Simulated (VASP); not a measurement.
# Al13V3 in VASP: further runs

Runs on Al13V3. Level: PBE. Tasks: single point, relaxation of cell and atoms.

Program: VASP 6.6.1. These are calculated values, not measurements. Logs are shortened: lines on timing, memory, paths and dates and some standing lists are left out, and cuts for length are marked.

### 1 The cell of the first run

The typed cell holds 16 atoms: a = 6.837 Å, b = 6.837 Å, c = 6.837 Å, α = 109.47°, β = 109.46°, γ = 109.48°.

### 2 Single point, PBE

INCAR reads:

```
PREC     = Accurate       # precision mode
ENCUT    = 520            # plane-wave cutoff, eV
EDIFF    = 1E-7           # SCF threshold, eV
ISMEAR   = 0              # smearing method
SIGMA    = 0.1            # smearing width, eV
LREAL    = Auto         
LASPH    = T              # aspherical terms in the spheres
NELM     = 100            # most SCF steps
ALGO     = Normal         # electronic algorithm
ISIF     = 2              # what is computed and relaxed
LWAVE    = F              # write WAVECAR
LCHARG   = F              # write CHGCAR
GGA      = PE             # functional
ISYM     = 0            
NBANDS   = 53             # bands
```

KPOINTS reads:

```
Automatic mesh
0
Gamma
  2 2 2
  0.5 0.5 0.5
```

POSCAR reads:

```
Al13V3
1.0
   -3.9473531720      3.9468632096     -3.9480978907
    3.9473379822      3.9469682193      3.9482180902
    3.9473487200     -3.9469834091     -3.9482136382
Al V
13 3
Direct
    0.2509231781      0.9988820595      0.7492339985
   -0.0016453714      0.2515728151      0.7492746354
    0.5037025335      0.9988937806      0.4966167224
    0.2510402282      0.2515815874      0.4965925735
    0.5036975555      0.7462410720      0.7492903367
    0.9983527098      0.4935098339      0.4965775914
    0.5037174617      0.2515583918      0.2546264142
    0.7456331133      0.7461885974      0.4965762750
    0.9983339313      0.9988891199      1.0019701901
   -0.0016307475      0.7462086706      0.2439309412
    0.7563564148      0.2515309891      1.0019516296
    0.5037245998      0.5042534464      0.0019505007
    0.2510789552      0.7462550132      1.0019458278
    0.7510719606      0.4988986559      0.7493046214
    0.7510423910      0.9988740931      0.2492849180
    0.2510327522      0.4988967478      0.2492439171
```

Potentials or basis: VASP PAW PBE potentials, release 64 (Al, V_sv).

Run with:

```sh
cat potpaw_PBE.64/Al/POTCAR potpaw_PBE.64/V_sv/POTCAR > POTCAR
mpirun -np 1 vasp_std > vasp.out
```

OUTCAR:

```text
PREC = Accurate
   ENCUT = 520
   EDIFF = 1E-7
   ISMEAR = 0
   LREAL = Auto
   LASPH = T
   NELM = 100
   ISIF = 2
   GGA = PE
   ISYM = 0

 ion  position               nearest neighbor table
   1  0.251  0.999  0.749-   9 2.82   8 2.82   2 2.82  12 2.82   6 2.82  10 2.82   3 2.82  13 2.82
                             4 2.82   7 2.82  11 2.82   5 2.82
   2  0.998  0.252  0.749-  14 2.76  11 2.76  13 2.76   6 2.76   3 2.76  16 2.79  15 2.79   1 2.82
                             4 2.82   8 2.82  12 2.82   9 2.82
   3  0.504  0.999  0.497-  15 2.76   2 2.76   7 2.76   8 2.76  13 2.76  16 2.79  14 2.79  10 2.82
                             5 2.82   1 2.82  11 2.82   4 2.82
   4  0.251  0.252  0.497-   7 2.76   5 2.76  16 2.76   6 2.76   9 2.76  15 2.79  14 2.79   2 2.82
                            10 2.82   1 2.82   3 2.82  12 2.82
   5  0.504  0.746  0.749-   8 2.76   4 2.76   9 2.76  12 2.76  14 2.76  15 2.79  16 2.79  13 2.82
                            11 2.82   3 2.82   6 2.82   1 2.82
   6  0.998  0.494  0.497-  15 2.76   7 2.76   2 2.76   4 2.76  11 2.76  14 2.79  16 2.79   1 2.82
                             5 2.82  10 2.82  13 2.82   8 2.82
   7  0.504  0.252  0.255-   8 2.76   4 2.76   6 2.76  14 2.76   3 2.76  15 2.79  16 2.79  13 2.82
                            11 2.82   9 2.82  12 2.82   1 2.82
   8  0.746  0.746  0.497-  16 2.76   7 2.76   5 2.76  12 2.76   3 2.76  15 2.79  14 2.79   1 2.82
                            10 2.82   2 2.82   9 2.82   6 2.82
   9  0.998  0.999  0.002-  15 2.76   5 2.76  11 2.76  10 2.76   4 2.76  14 2.79  16 2.79   1 2.82
                             7 2.82   2 2.82  13 2.82   8 2.82
  10  0.998  0.746  0.244-  14 2.76  11 2.76  12 2.76  13 2.76   9 2.76  16 2.79  15 2.79   4 2.82
                             3 2.82   1 2.82   8 2.82   6 2.82
  11  0.756  0.252  0.002-  16 2.76   2 2.76  10 2.76   9 2.76   6 2.76  15 2.79  14 2.79   5 2.82
                             7 2.82   3 2.82  12 2.82   1 2.82
  12  0.504  0.504  0.002-  15 2.76  10 2.76   8 2.76   5 2.76  13 2.76  16 2.79  14 2.79   1 2.82
                             2 2.82   7 2.82  11 2.82   4 2.82
  13  0.251  0.746  0.002-  16 2.76   2 2.76  10 2.76  12 2.76   3 2.76  15 2.79  14 2.79   5 2.82
                             7 2.82   1 2.82   6 2.82   9 2.82
  14  0.751  0.499  0.749-   2 2.76  10 2.76   7 2.76   5 2.76   9 2.79  12 2.79   3 2.79   6 2.79
                            13 2.79  11 2.79   4 2.79   8 2.79
  15  0.751  0.999  0.249-   9 2.76  12 2.76   6 2.76   3 2.76  13 2.79   8 2.79   4 2.79  11 2.79
                             2 2.79  10 2.79   5 2.79   7 2.79
  16  0.251  0.499  0.249-   8 2.76  13 2.76  11 2.76   4 2.76  12 2.79   3 2.79   9 2.79   6 2.79
                             2 2.79  10 2.79   7 2.79   5 2.79

IMPORTANT INFORMATION: All symmetrisations will be switched off!
NOSYMM: (Re-)initialisation of all symmetry stuff for point group C_1.

----------------------------------------------------------------------------------------

                                     Primitive cell

  volume of cell :     246.0464

  direct lattice vectors                    reciprocal lattice vectors
    -3.947353172  3.946863210 -3.948097891     0.000000315  0.126683124 -0.126643335
     3.947337982  3.946968219  3.948218090     0.126667715  0.126681439 -0.000002000
     3.947348720 -3.946983409 -3.948213638     0.126667543  0.000002172 -0.126641478

  length of vectors
     6.837163389  6.837284648  6.837297045     0.179128859  0.179144905  0.179116527

  position of ions in fractional coordinates (direct lattice)
     0.250923178  0.998882059  0.749233999
     0.998354629  0.251572815  0.749274635
     0.503702533  0.998893781  0.496616722
     0.251040228  0.251581587  0.496592574
     0.503697555  0.746241072  0.749290337
     0.998352710  0.493509834  0.496577591
[... 8 lines left out ...]
     0.751042391  0.998874093  0.249284918
     0.251032752  0.498896748  0.249243917

  ion indices of the primitive-cell ions
   primitive index   ion index
                 1           1
                 2           2
                 3           3
                 4           4
                 5           5
                 6           6
[... 8 lines left out ...]
                15          15
                16          16

----------------------------------------------------------------------------------------

 KPOINTS: Automatic mesh

Automatic generation of k-mesh.
 Grid dimensions read from file:
 generate k-points for:    2    2    2

 Generating k-lattice:

  Cartesian coordinates                     Fractional coordinates (reciprocal lattice)
     0.000000158  0.063341562 -0.063321668     0.500000000  0.000000000  0.000000000
     0.063333857  0.063340719 -0.000001000    -0.000000000  0.500000000  0.000000000
     0.063333771  0.000001086 -0.063320739     0.000000000  0.000000000  0.500000000

  Length of vectors
     0.089564430  0.089572452  0.089558264

  Shift w.r.t. Gamma in fractional coordinates (k-lattice)
     0.500000000  0.500000000  0.500000000

 Subroutine IBZKPT returns following result:
 ===========================================

 Found      4 irreducible k-points:

 Following reciprocal coordinates:
            Coordinates               Weight
  0.250000  0.250000  0.250000      2.000000
 -0.250000  0.250000  0.250000      2.000000
  0.250000 -0.250000  0.250000      2.000000
 -0.250000 -0.250000  0.250000      2.000000
   k-points           NKPTS =      4   k-points in BZ     NKDIM =      4   number of bands    NBANDS=     53
   number of dos      NEDOS =    301   number of ions     NIONS =     16
   total plane-waves  NPLWV = 157464
   dimension x,y,z NGX =    54 NGY =   54 NGZ =   54
   dimension x,y,z NGXF=   108 NGYF=  108 NGZF=  108
   ions per type =              13   3
   NGX,Y,Z   is equivalent  to a cutoff of  13.13, 13.13, 13.13 a.u.
   NGXF,Y,Z  is equivalent  to a cutoff of  26.26, 26.26, 26.26 a.u.
 SYSTEM =  unknown system
   PREC   = accura    normal or accurate (medium, high low for compatibility)
   ISTART =      0    job   : 0-new  1-cont  2-samecut
   ICHARG =      2    charge: 1-file 2-atom 10-const
   ISPIN  =      1    spin polarized calculation?
   LNONCOLLINEAR =      F non collinear calculations
   LSORBIT =      F    spin-orbit coupling
   LASPH  =      T    aspherical Exc in radial PAW
   ENCUT  =  520.0 eV  38.22 Ry    6.18 a.u.  12.71 12.71 12.71*2*pi/ulx,y,z
   NELM   =    100;   NELMIN=  2; NELMDL= -5     # of ELM steps
   EDIFF  = 0.1E-06   stopping-criterion for ELM
   LREAL  =      T    real-space projection
   EDIFFG = 0.1E-05   stopping-criterion for IOM
   NSW    =      0    number of steps for IOM
   IBRION =     -1    ionic relax: 0-MD 1-quasi-New 2-CG
   NFREE  =      0    steps in history (QN), initial steepest desc. (CG)
   ISIF   =      2    stress and relaxation
   ISYM   =      0    0-nonsym 1-usesym 2-fastsym
   POTIM  = 0.5000    time-step for ionic-motion
   TEBEG  =    0.0;   TEEND  =   0.0 temperature during run
   PSTRESS=    0.0 pullay stress
   NELECT =      78.0000    total number of electrons
   NUPDOWN=      -1.0000    fix difference up-down
   EMIN   =  10.00;   EMAX   =-10.00  energy-range for DOS
   EFERMI =   0.00;   METHOD = LEGACY
   ISMEAR =     0;   SIGMA  =   0.10  broadening in eV -4-tet -1-fermi 0-gaus
   EFERMI_NEDOS =   21; number of points for ismear=-14 and -15
   IALGO  =     38    algorithm
   IMIX   =      4    mixing-type and parameters
     AMIX     =   0.40;   BMIX     =  1.00
     AMIX_MAG =   1.60;   BMIX_MAG =  1.00
  volume/ion in A,a.u.               =      15.38       103.78
  Fermi-wavevector in a.u.,A,eV,Ry     =   1.116265  2.109435 16.953510  1.246048
  Thomas-Fermi vector in A             =   2.252877
   LORBIT       =      0    0 simple, 1 ext, 2 COOP (PROOUT), +10 PAW based schemes
   GGA     = PE    functional components
   LHFCALC =     F    Hartree Fock is set to
   AEXX    =    0.0000 exact exchange contribution
   IVDW    =     0    specifies the selected vdW correction
   LEPSILON=     F    determine dielectric tensor
   LRPA    =     F    only Hartree local field effects (RPA)
 non-spin polarized calculation
 Gauss-broadening in eV      SIGMA  =   0.10
  energy-cutoff  :      520.00
  volume of cell :      246.05
 maximum number of plane-waves:      6643
 NGX is ok and might be reduce to    50
   NGX = 25   NGY = 25   NGZ = 25

 number of electron      78.0000019 magnetization

 Free energy of the ion-electron system (eV)
  ---------------------------------------------------
  ext. energy  EPLUGINS =         0.00000000
  ---------------------------------------------------
  free energy    TOTEN  =       -76.84761426 eV

  energy without entropy =      -76.72804182  energy(sigma->0) =      -76.78782804

 E-fermi :   8.9759     XC(G=0): -10.7670

 val. band max:        8.8820327999   @ k =  -0.2500  -0.2500   0.2500
 cond. band min:       9.0132983272   @ k =  -0.2500   0.2500   0.2500
 fundamental gap:      0.1312655273
 Fermi energy:         8.9759315107

 k-point     1 :       0.2500    0.2500    0.2500
  band No.  band energies     occupation
      1     -55.4074      2.00000
      2     -55.4071      2.00000
      3     -55.4064      2.00000
      4     -29.2841      2.00000
      5     -29.2838      2.00000
      6     -29.2838      2.00000
[... 43 lines left out ...]
     50      10.3423      0.00000
     51      11.3988      0.00000

 k-point     2 :      -0.2500    0.2500    0.2500
  band No.  band energies     occupation
      1     -55.4075      2.00000
      2     -55.4070      2.00000
      3     -55.4063      2.00000
      4     -29.2881      2.00000
      5     -29.2880      2.00000
      6     -29.2841      2.00000
[... 43 lines left out ...]
     50      10.8019      0.00000
     51      11.0574      0.00000

 k-point     3 :       0.2500   -0.2500    0.2500
  band No.  band energies     occupation
      1     -55.4074      2.00000
      2     -55.4071      2.00000
      3     -55.4063      2.00000
      4     -29.2881      2.00000
      5     -29.2880      2.00000
      6     -29.2838      2.00000
[... 43 lines left out ...]
     50      10.8023      0.00000
     51      11.0583      0.00000

 k-point     4 :      -0.2500   -0.2500    0.2500
  band No.  band energies     occupation
      1     -55.4075      2.00000
      2     -55.4070      2.00000
      3     -55.4064      2.00000
      4     -29.2881      2.00000
      5     -29.2881      2.00000
      6     -29.2839      2.00000
[... 43 lines left out ...]
     50      10.8016      0.00000
     51      11.0573      0.00000
 [bands above 51 left out]

------------------------ aborting loop because EDIFF is reached ----------------------------------------

  FORCE on cell =-STRESS in cart. coord.  units (eV):
  Direction    XX          YY          ZZ          XY          YZ          ZX
  --------------------------------------------------------------------------------------
  -------------------------------------------------------------------------------------
  Total       -0.0481453     -0.0370495     -0.0602383      0.0011048     -0.0024543     -0.0066663
  in kB       -0.3135073     -0.2412549     -0.3922528      0.0071943     -0.0159819     -0.0434090
  external PRESSURE =      -0.3156717 kB  Pullay stress =       0.0000000 kB

 VOLUME and BASIS-vectors are now :
 -----------------------------------------------------------------------------
  energy-cutoff  :      520.00
  volume of cell :      246.05
      direct lattice vectors                 reciprocal lattice vectors
    -3.947353172  3.946863210 -3.948097891     0.000000315  0.126683124 -0.126643335
     3.947337982  3.946968219  3.948218090     0.126667715  0.126681439 -0.000002000
     3.947348720 -3.946983409 -3.948213638     0.126667543  0.000002172 -0.126641478

 POSITION                                       TOTAL-FORCE (eV/Angst)
 -----------------------------------------------------------------------------------
      5.90993      1.97570     -0.00500        -0.001242      0.000876     -0.000082
      0.00983      1.97594     -5.90663        -0.003601     -0.000664     -0.002392
      3.91500      3.97051     -0.00557        -0.001616      0.001716     -0.000249
      1.96236      0.02376     -1.95849         0.000137     -0.004987     -0.001054
      3.91510      1.97598     -2.00068         0.002183     -0.000001      0.000767
     -0.03264      3.92825     -3.95370        -0.002018      0.001102     -0.000698
[... 8 lines left out ...]
      1.96228      5.92286     -0.00565         0.000994     -0.001353      0.001017
      1.96225      1.97616     -0.00542         0.000586     -0.001539      0.000477
 -----------------------------------------------------------------------------------
    total drift:                               -0.000666     -0.007105      0.002174

  FREE ENERGIE OF THE ION-ELECTRON SYSTEM (eV)
  ---------------------------------------------------
  free  energy   TOTEN  =       -76.8476142628 eV

  energy  without entropy=      -76.7280418242  energy(sigma->0) =      -76.78782804
```

It took 4 min on 1 thread of AMD EPYC, shared host; peak memory 0.34 GiB.

What came out:

* Free energy: -76.8476 eV
* Pressure: 0.0 GPa
* Largest force: 0.006 eV/Å
* Band gap on the k mesh: zero (bands 39 and 40 overlap by 0.06 eV)

Forces in eV/Å, atoms in the order of the input:
```
Al  -0.001  0.001  0.000
Al  -0.004 -0.001 -0.002
Al  -0.002  0.002  0.000
Al   0.000 -0.005 -0.001
Al   0.002  0.000  0.001
Al  -0.002  0.001 -0.001
Al  -0.004  0.000  0.002
Al   0.001  0.005 -0.002
Al  -0.001  0.001 -0.001
Al   0.005 -0.001 -0.001
Al   0.001 -0.004  0.002
Al   0.000  0.002 -0.002
Al   0.002  0.003  0.002
V    0.001 -0.002  0.002
V    0.001 -0.001  0.001
V    0.001 -0.002  0.000
```

Levels at points of the mesh, in eV from the Fermi level:
```tsv
k point	band 35	band 36	band 37	band 38	band 39	band 40	band 41	band 42	band 43	band 44
(0.25, 0.25, 0.25)	-1.62	-1.62	-0.47	0.06	0.09	0.09	0.09	0.34	0.34	0.34
```

Caveat: the k points lie up to 0.56 Å⁻¹ apart.

### 3 Relaxation of cell and atoms, PBE

This run uses another cell than the first one, of 15.94 Å³/atom.

INCAR reads:

```
SYSTEM = Al13V3
ALGO = Fast ; EDIFF = 1E-6
EDIFFG = -0.04 ; ENCUT = 600
GGA = PE ; IBRION = 2
ISIF = 3 ; ISMEAR = 0
ISYM = 0 ; LASPH = .True.
LCHARG = .False. ; LREAL = Auto
LWAVE = .False. ; NELM = 100
NSW = 70 ; PREC = Accurate
SIGMA = 0.1
```

KPOINTS is that of step 2.

POSCAR reads:

```
Al13V3
1.0
   -3.9947848800      3.9947848800     -3.9947848800
    3.9947848800      3.9947848800      3.9947848800
    3.9947848800     -3.9947848800     -3.9947848800
Al V
13 3
Direct
    0.2498424097      0.9976159593      0.7483178414
    0.0060484977      0.2526618954      0.7524169786
    0.5012511250      0.9980136165      0.5010530013
    0.2493920628      0.2486176467      0.4977618151
    0.5019479950      0.7515132959      0.7531427624
    0.9979765855      0.4940724646      0.4969002465
    0.5009146134      0.2499892050      0.2515809207
    0.7454898299      0.7450191137      0.4945929600
    0.9933212659      0.9964378720      0.9963249340
    0.0016520427      0.7476415968      0.2500754003
    0.7542896301      0.2472632339      0.9999985748
    0.5049055218      0.5039755913      0.0028361571
    0.2550080609      0.7508221689      0.9952168334
    0.7535118896      0.4998523615      0.7523401721
    0.7506897062      0.9973122091      0.2484923088
    0.2501904298      0.5014266429      0.2473201864
```

Potentials or basis: VASP PAW PBE potentials, release 64 (Al, V_sv).

Run with:

```sh
cat potpaw_PBE.64/Al/POTCAR potpaw_PBE.64/V_sv/POTCAR > POTCAR
mpirun -np 1 vasp_std > vasp.out
```

Run time: 18 min. Hardware: 1 thread of AMD EPYC, shared host; peak memory 0.44 GiB.

It converged, with:

```yaml
Free_energy: -76.8456 eV
Relaxed_volume: 15.40 Å³/atom
Relaxed_cell: a = 6.840 Å, b = 6.841 Å, c = 6.840 Å, α = 109.47°, β = 109.46°, γ = 109.49°
Space_group_after_relaxing_to_0.1_Å: Im-3m (No. 229)
Energy_gained_by_relaxing: 9.7 meV/atom
Ionic_steps: 7
Pressure_after_relaxing: -0.2 GPa
Largest_force_after_relaxing: 0.023 eV/Å
Band_gap_on_the_k_mesh: zero (bands 39 and 40 overlap by 0.06 eV)
```

Forces on the atoms (eV/Å):
```
Al  -0.003  0.003 -0.014
Al   0.010  0.001  0.005
Al  -0.010 -0.014  0.004
Al   0.006 -0.005 -0.002
Al   0.011  0.012 -0.017
Al   0.004  0.010 -0.009
Al  -0.010  0.009 -0.007
Al  -0.004  0.011  0.005
Al  -0.003  0.000  0.013
Al  -0.004 -0.020  0.009
Al  -0.004  0.009  0.002
Al   0.008 -0.006  0.002
Al  -0.014 -0.013 -0.004
V    0.012  0.002  0.014
V   -0.006  0.009  0.013
V    0.008 -0.008 -0.012
```

The path:
```tsv
step	energy change (eV)	largest force (eV/Å)	pressure (GPa)	volume (Å³)
1	0.0000	0.3792	-3.62	255.00
2	-0.1108	0.2904	1.74	241.95
3	-0.1255	0.3159	0.28	245.16
4	-0.1412	0.2162	0.19	245.34
5	-0.1522	0.0975	0.08	245.68
6	-0.1543	0.0535	-0.07	246.06
7	-0.1549	0.0232	-0.20	246.37
```

Final structure:
```cif
data_structure
_symmetry_space_group_name_H-M 'P 1'
_symmetry_Int_Tables_number 1
_cell_length_a 6.8401
_cell_length_b 6.8405
_cell_length_c 6.8400
_cell_angle_alpha 109.469
_cell_angle_beta 109.456
_cell_angle_gamma 109.487
_cell_volume 246.37
loop_
_atom_site_label
_atom_site_type_symbol
_atom_site_fract_x
_atom_site_fract_y
_atom_site_fract_z
_atom_site_occupancy
Al1 Al 0.24975 0.99895 0.74856 1
Al2 Al 0.99877 0.25146 0.74941 1
Al3 Al 0.50418 0.99963 0.49727 1
Al4 Al 0.25129 0.25193 0.49627 1
Al5 Al 0.50296 0.74571 0.74851 1
Al6 Al 0.99792 0.49302 0.49619 1
Al7 Al 0.50328 0.25161 0.25462 1
Al8 Al 0.74517 0.74563 0.49680 1
Al9 Al 0.99819 0.99880 0.00233 1
Al10 Al 0.99920 0.74669 0.24450 1
Al11 Al 0.75581 0.25092 0.00208 1
Al12 Al 0.50422 0.50426 0.00171 1
Al13 Al 0.25173 0.74730 0.00198 1
V1 V 0.75210 0.49868 0.75004 1
V2 V 0.75104 0.99844 0.24986 1
V3 V 0.25083 0.49921 0.24825 1
```

Levels at points of the mesh, in eV from the Fermi level:
```tsv
k point	band 36	band 37	band 38	band 39	band 40	band 41	band 42	band 43
(0.25, 0.25, 0.25)	-1.61	-0.47	0.05	0.09	0.09	0.09	0.32	0.34
```

Caveat: the k points lie up to 0.56 Å⁻¹ apart in the final cell.
